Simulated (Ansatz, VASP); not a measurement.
Two plane-wave programs on SiC5

The input INCAR:

```
PREC = Accurate
ENCUT = 520
EDIFF = 1E-7
ISMEAR = 0
SIGMA = 0.1
LREAL = False
LASPH = True
NELM = 150
ALGO = Normal
ISIF = 2
LWAVE = False
LCHARG = False
ISPIN = 2
MAGMOM = 0 1 1 1 1 1
LORBIT = 11
GGA = PE
NBANDS = 25
```

Contents of KPOINTS:

```
Automatic mesh
0
Gamma
  6 6 6
```

The input POSCAR:

```
SiC5
1.0
    2.1491899746      1.2408354104      4.3119754651
   -2.1491899746      1.2408354104      4.3119754651
    0.0000000000     -2.4816708207      4.3119754651
Si C
1 5
Direct
    0.0000000000      0.0000000000      0.0000000000
    0.8424464092      0.5000000000      0.1575535908
    0.1575535908      0.8424464092      0.5000000000
    0.5000000000      0.1575535908      0.8424464092
    0.1796779229      0.1796779229      0.1796779229
    0.8203220771      0.8203220771      0.8203220771
```

Input for Ansatz:

```yaml
crystal:
  lattice:
    - [2.1491899746, 1.2408354104, 4.3119754651]
    - [-2.1491899746, 1.2408354104, 4.3119754651]
    - [0.0, -2.4816708207, 4.3119754651]
  atoms:
    - { symbol: Si, position: [0.0, 0.0, 0.0] }
    - { symbol: C, position: [0.8424464092, 0.5, 0.1575535908], spin: 1.0 }
    - { symbol: C, position: [0.1575535908, 0.8424464092, 0.5], spin: 1.0 }
    - { symbol: C, position: [0.5, 0.1575535908, 0.8424464092], spin: 1.0 }
    - { symbol: C, position: [0.1796779229, 0.1796779229, 0.1796779229], spin: 1.0 }
    - { symbol: C, position: [0.8203220771, 0.8203220771, 0.8203220771], spin: 1.0 }
basis:
  ecutwfc: 420
kpoints:
  mp_grid: { grid: [6, 6, 6] }
hamiltonian:
  xc: pbe
scf:
  occupations: { method: gaussian, width: 0.1 }
  lower_state_search: "off"
output:
  forces: true
  stress: true
  eigenvalues: true
  populations: true
magnetization:
  spin_polarized: true
```

Change from the starting cell: species swapped into the Sm5Mg type (R32, No. 155).

Alike in both runs: task single point; functional PBE; k mesh 6 × 6 × 6; occupations gaussian, width 0.1 eV; collinear spin.

```csv
,VASP,Ansatz
version,VASP 6.6.1,Ansatz 0.2.0
potentials or method,"VASP PAW PBE potentials, release 64 (Si, C), cutoff 520 eV","scalar-relativistic, plane waves, PAW"
valence electrons in the cell,24,24
```

```csv
,VASP,Ansatz,Ansatz less VASP
gap on the k mesh at the Fermi level (eV),none,none,-
pressure (GPa),2.1,1.8,-0.29
"traceless stress, the component that is largest in VASP (GPa)",-1.49,-1.23,+0.259
rms of the force components (eV/Å),0.125,0.114,-0.0108
net moment per atom (μB),0.26,0.26,0.000
size of the moment on the site where the two differ most (μB),0.33,0.23,-0.102
```

Site moments also hang on the region over which each program counts them. Atom by atom the forces differ by 0.015 eV/Å (rms over components). A gap of «none» marks a metal or a gap that the smearing closes.
